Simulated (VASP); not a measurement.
# TiRh (Pm-3m) in VASP: single point with LDA

Aim: the single point of TiRh with LDA.

Everything below comes from runs of VASP 6.6.1. Logs are shortened: lines on timing, memory, paths and dates and some standing lists are left out, and cuts for length are marked.

### Step 1. The cell of the first run

The structure is cubic, space group Pm-3m (No. 221). The conventional cell has a = 3.115 Å, b = 3.115 Å, c = 3.115 Å, α = 90.00°, β = 90.00°, γ = 90.00°. Within 3.6 Å of Ti (site symmetry m-3m) lie 8 Rh at 2.70 Å and 6 Ti at 3.12 Å. Rh (site symmetry m-3m) has 8 Ti at 2.70 Å and 6 Rh at 3.12 Å within 3.6 Å.

### Step 2. Single point, LDA

INCAR reads:

```
  PREC = Accurate
  ENCUT = 500
  EDIFF = 1E-6
  ISMEAR = -1
  SIGMA = 0.1
  LREAL = False
  LASPH = True
  NELM = 120
  ALGO = Normal
  ISIF = 2
  LWAVE = False
  LCHARG = False
  GGA = CA
  NBANDS = 20
  GGA_COMPAT = False
```

KPOINTS reads:

```
Automatic mesh
0
Gamma
  13 13 13
```

POSCAR reads:

```
TiRh
1.0
    3.1152020000      0.0000000000      0.0000000000
    0.0000000000      3.1152020000      0.0000000000
    0.0000000000      0.0000000000      3.1152020000
Ti Rh
1 1
Direct
    0.5000000000      0.5000000000      0.5000000000
    0.0000000000      0.0000000000      0.0000000000
```

Potentials or basis: VASP PAW LDA potentials, release 64 (Ti_sv, Rh_pv).

Launch:

```console
> cat potpaw_LDA.64/Ti_sv/POTCAR potpaw_LDA.64/Rh_pv/POTCAR > POTCAR
> mpirun -np 1 vasp_std > vasp.out
```

OUTCAR:

```text
PREC = Accurate
   ENCUT = 500
   EDIFF = 1E-6
   ISMEAR = -1
   LREAL = False
   LASPH = True
   NELM = 120
   ISIF = 2
   GGA = CA

 ion  position               nearest neighbor table
   1  0.500  0.500  0.500-   2 2.70   2 2.70   2 2.70   2 2.70   2 2.70   2 2.70   2 2.70   2 2.70

   2  0.000  0.000  0.000-   1 2.70   1 2.70   1 2.70   1 2.70   1 2.70   1 2.70   1 2.70   1 2.70

  LATTYP: Found a simple cubic cell.
 ALAT       =     3.1152020000

  Lattice vectors:

 A1 = (   3.1152020000,   0.0000000000,   0.0000000000)
 A2 = (   0.0000000000,   3.1152020000,   0.0000000000)
 A3 = (   0.0000000000,   0.0000000000,   3.1152020000)

Analysis of symmetry for initial positions (statically):
=====================================================================
 Subroutine PRICEL returns:
 Original cell was already a primitive cell.

 Routine SETGRP: Setting up the symmetry group for a
 simple cubic supercell.

 Subroutine GETGRP returns: Found 48 space group operations
 (whereof 48 operations were pure point group operations)
 out of a pool of 48 trial point group operations.

The static configuration has the point symmetry O_h .

Analysis of symmetry for dynamics (positions and initial velocities):
=====================================================================
 Subroutine PRICEL returns:
 Original cell was already a primitive cell.

 Routine SETGRP: Setting up the symmetry group for a
 simple cubic supercell.

 Subroutine GETGRP returns: Found 48 space group operations
 (whereof 48 operations were pure point group operations)
 out of a pool of 48 trial point group operations.

The dynamic configuration has the point symmetry O_h .

 Subroutine INISYM returns: Found 48 space group operations
 (whereof 48 operations are pure point group operations),
 and found     1 'primitive' translations

----------------------------------------------------------------------------------------

                                     Primitive cell

  volume of cell :      30.2314

  direct lattice vectors                    reciprocal lattice vectors
     3.115202000  0.000000000  0.000000000     0.321006471  0.000000000  0.000000000
     0.000000000  3.115202000  0.000000000     0.000000000  0.321006471  0.000000000
     0.000000000  0.000000000  3.115202000     0.000000000  0.000000000  0.321006471

  length of vectors
     3.115202000  3.115202000  3.115202000     0.321006471  0.321006471  0.321006471

  position of ions in fractional coordinates (direct lattice)
     0.500000000  0.500000000  0.500000000
     0.000000000  0.000000000  0.000000000

  ion indices of the primitive-cell ions
   primitive index   ion index
                 1           1
                 2           2

----------------------------------------------------------------------------------------

 KPOINTS: Automatic mesh

Automatic generation of k-mesh.
 Grid dimensions read from file:
 generate k-points for:   13   13   13

 Generating k-lattice:

  Cartesian coordinates                     Fractional coordinates (reciprocal lattice)
     0.024692805  0.000000000  0.000000000     0.076923077  0.000000000  0.000000000
     0.000000000  0.024692805  0.000000000     0.000000000  0.076923077  0.000000000
     0.000000000  0.000000000  0.024692805     0.000000000  0.000000000  0.076923077

  Length of vectors
     0.024692805  0.024692805  0.024692805

  Shift w.r.t. Gamma in fractional coordinates (k-lattice)
     0.000000000  0.000000000  0.000000000

 Subroutine IBZKPT returns following result:
 ===========================================

 Found     84 irreducible k-points:

 Following reciprocal coordinates:
            Coordinates               Weight
  0.000000  0.000000  0.000000      1.000000
  0.076923  0.000000  0.000000      6.000000
  0.153846  0.000000  0.000000      6.000000
  0.230769  0.000000  0.000000      6.000000
  0.307692  0.000000  0.000000      6.000000
  0.384615  0.000000  0.000000      6.000000
[... 16 lines left out ...]
  0.307692  0.307692  0.000000     12.000000
  0.384615  0.307692  0.000000     24.000000
 [... further k-points ...]
   k-points           NKPTS =     84   k-points in BZ     NKDIM =     84   number of bands    NBANDS=     20
   number of dos      NEDOS =    301   number of ions     NIONS =      2
   total plane-waves  NPLWV =  13824
   dimension x,y,z NGX =    24 NGY =   24 NGZ =   24
   dimension x,y,z NGXF=    48 NGYF=   48 NGZF=   48
   ions per type =               1   1
   NGX,Y,Z   is equivalent  to a cutoff of  12.81, 12.81, 12.81 a.u.
   NGXF,Y,Z  is equivalent  to a cutoff of  25.62, 25.62, 25.62 a.u.
 SYSTEM =  unknown system
   PREC   = accura    normal or accurate (medium, high low for compatibility)
   ISTART =      0    job   : 0-new  1-cont  2-samecut
   ICHARG =      2    charge: 1-file 2-atom 10-const
   ISPIN  =      1    spin polarized calculation?
   LNONCOLLINEAR =      F non collinear calculations
   LSORBIT =      F    spin-orbit coupling
   LASPH  =      T    aspherical Exc in radial PAW
   ENCUT  =  500.0 eV  36.75 Ry    6.06 a.u.   5.68  5.68  5.68*2*pi/ulx,y,z
   NELM   =    120;   NELMIN=  2; NELMDL= -5     # of ELM steps
   EDIFF  = 0.1E-05   stopping-criterion for ELM
   LREAL  =      F    real-space projection
   EDIFFG = 0.1E-04   stopping-criterion for IOM
   NSW    =      0    number of steps for IOM
   IBRION =     -1    ionic relax: 0-MD 1-quasi-New 2-CG
   NFREE  =      0    steps in history (QN), initial steepest desc. (CG)
   ISIF   =      2    stress and relaxation
   ISYM   =      2    0-nonsym 1-usesym 2-fastsym
   POTIM  = 0.5000    time-step for ionic-motion
   TEBEG  =    0.0;   TEEND  =   0.0 temperature during run
   PSTRESS=    0.0 pullay stress
   NELECT =      27.0000    total number of electrons
   NUPDOWN=      -1.0000    fix difference up-down
   EMIN   =  10.00;   EMAX   =-10.00  energy-range for DOS
   EFERMI =   0.00;   METHOD = LEGACY
   ISMEAR =    -1;   SIGMA  =   0.10  broadening in eV -4-tet -1-fermi 0-gaus
   EFERMI_NEDOS =   21; number of points for ismear=-14 and -15
   IALGO  =     38    algorithm
   IMIX   =      4    mixing-type and parameters
     AMIX     =   0.40;   BMIX     =  1.00
     AMIX_MAG =   1.60;   BMIX_MAG =  1.00
  volume/ion in A,a.u.               =      15.12       102.01
  Fermi-wavevector in a.u.,A,eV,Ry     =   1.576558  2.979262 33.817746  2.485534
  Thomas-Fermi vector in A             =   2.677373
   LORBIT       =      0    0 simple, 1 ext, 2 COOP (PROOUT), +10 PAW based schemes
   GGA     = CA    functional components
   LHFCALC =     F    Hartree Fock is set to
   AEXX    =    0.0000 exact exchange contribution
   IVDW    =     0    specifies the selected vdW correction
   LEPSILON=     F    determine dielectric tensor
   LRPA    =     F    only Hartree local field effects (RPA)
 non-spin polarized calculation
  energy-cutoff  :      500.00
  volume of cell :       30.23
 maximum number of plane-waves:       787
 NGX is ok and might be reduce to    24
   NGX = 11   NGY = 11   NGZ = 11

 number of electron      27.0000005 magnetization

 Free energy of the ion-electron system (eV)
  ---------------------------------------------------
  ext. energy  EPLUGINS =         0.00000000
  ---------------------------------------------------
  free energy    TOTEN  =       -18.66088381 eV

  energy without entropy =      -18.56690657  energy(sigma->0) =      -18.61389519

 E-fermi :  10.4249     XC(G=0): -13.1135

 val. band max:       10.4237295083   @ k =   0.4615   0.2308   0.2308
 cond. band min:      10.4268966408   @ k =   0.4615   0.1538   0.1538
 fundamental gap:      0.0031671326
 Fermi energy:        10.4249152850

 k-point     1 :       0.0000    0.0000    0.0000
  band No.  band energies     occupation
      1     -46.4556      2.00000
      2     -36.1158      2.00000
      3     -36.1158      2.00000
      4     -36.1158      2.00000
      5     -22.9704      2.00000
      6     -22.9704      2.00000
[... 12 lines left out ...]
     19      18.9352      0.00000
     20      18.9352      0.00000

 k-point     2 :       0.0769    0.0000    0.0000
  band No.  band energies     occupation
      1     -46.4547      2.00000
      2     -36.1202      2.00000
      3     -36.1152      2.00000
      4     -36.1152      2.00000
      5     -22.9826      2.00000
      6     -22.9701      2.00000
[... 12 lines left out ...]
     19      18.4573      0.00000
     20      19.2518      0.00000

 k-point     3 :       0.1538    0.0000    0.0000
  band No.  band energies     occupation
      1     -46.4522      2.00000
      2     -36.1325      2.00000
      3     -36.1137      2.00000
      4     -36.1137      2.00000
      5     -23.0165      2.00000
      6     -22.9692      2.00000
[... 12 lines left out ...]
     19      17.3174      0.00000
     20      20.0981      0.00000

 k-point     4 :       0.2308    0.0000    0.0000
  band No.  band energies     occupation
      1     -46.4487      2.00000
      2     -36.1498      2.00000
      3     -36.1115      2.00000
      4     -36.1115      2.00000
      5     -23.0640      2.00000
      6     -22.9681      2.00000
[... 12 lines left out ...]
     19      15.9657      0.00000
     20      21.2904      0.00000

 k-point     5 :       0.3077    0.0000    0.0000
  band No.  band energies     occupation
      1     -46.4450      2.00000
      2     -36.1681      2.00000
      3     -36.1092      2.00000
      4     -36.1092      2.00000
      5     -23.1141      2.00000
      6     -22.9669      2.00000
[... 12 lines left out ...]
     19      14.7205      0.00000
     20      22.6893      0.00000
[... 353 lines left out ...]
      6     -23.0431      2.00000
[... 12 lines left out ...]
     19      14.3385      0.00000
     20      20.2150      0.00000

 k-point    22 :       0.4615    0.2308    0.0000
  band No.  band energies     occupation
      1     -46.4306      2.00000
      2     -36.1933      2.00000
      3     -36.1462      2.00000
      4     -36.1029      2.00000
      5     -23.1585      2.00000
      6     -23.0409      2.00000
[... 12 lines left out ...]
     19      13.5462      0.00000
     20      21.0984      0.00000

 k-point    23 :       0.3077    0.3077    0.0000
  band No.  band energies     occupation
      1     -46.4316      2.00000
      2     -36.1706      2.00000
      3     -36.1649      2.00000
      4     -36.1037      2.00000
      5     -23.1001      2.00000
      6     -23.0831      2.00000
[... 12 lines left out ...]
     19      15.2026      0.00000
     20      18.8874      0.00000

 k-point    24 :       0.3846    0.3077    0.0000
  band No.  band energies     occupation
      1     -46.4277      2.00000
      2     -36.1849      2.00000
      3     -36.1675      2.00000
      4     -36.1020      2.00000
      5     -23.1283      2.00000
      6     -23.0843      2.00000
[... 12 lines left out ...]
     19      14.2941      0.00000
     20      19.2355      0.00000

 [... further k-points ...]

------------------------ aborting loop because EDIFF is reached ----------------------------------------

  FORCE on cell =-STRESS in cart. coord.  units (eV):
  Direction    XX          YY          ZZ          XY          YZ          ZX
  --------------------------------------------------------------------------------------
  -------------------------------------------------------------------------------------
  Total       -2.3784181     -2.3784181     -2.3784181      0.0000000      0.0000000      0.0000000
  in kB     -126.0492169   -126.0492169   -126.0492169      0.0000000      0.0000000      0.0000000
  external PRESSURE =    -126.0492169 kB  Pullay stress =       0.0000000 kB

 VOLUME and BASIS-vectors are now :
 -----------------------------------------------------------------------------
  energy-cutoff  :      500.00
  volume of cell :       30.23
      direct lattice vectors                 reciprocal lattice vectors
     3.115202000  0.000000000  0.000000000     0.321006471  0.000000000  0.000000000
     0.000000000  3.115202000  0.000000000     0.000000000  0.321006471  0.000000000
     0.000000000  0.000000000  3.115202000     0.000000000  0.000000000  0.321006471

 POSITION                                       TOTAL-FORCE (eV/Angst)
 -----------------------------------------------------------------------------------
      1.55760      1.55760      1.55760         0.000000      0.000000      0.000000
      0.00000      0.00000      0.00000         0.000000      0.000000      0.000000
 -----------------------------------------------------------------------------------
    total drift:                                0.000000      0.000000     -0.000000

  FREE ENERGIE OF THE ION-ELECTRON SYSTEM (eV)
  ---------------------------------------------------
  free  energy   TOTEN  =       -18.6608838083 eV

  energy  without entropy=      -18.5669065740  energy(sigma->0) =      -18.61389519
```

It took 12 s on 1 thread of Intel Xeon 6975P-C (Granite Rapids), shared host; peak memory 0.16 GiB.

What came out:

| Property | Result |
| --- | --- |
| Free energy | -18.6609 eV |
| Pressure | -12.6 GPa |
| Band gap on the k mesh | zero (an odd number of electrons rules out a gap without spin polarisation) |

Caveat: the cell stands under tension.
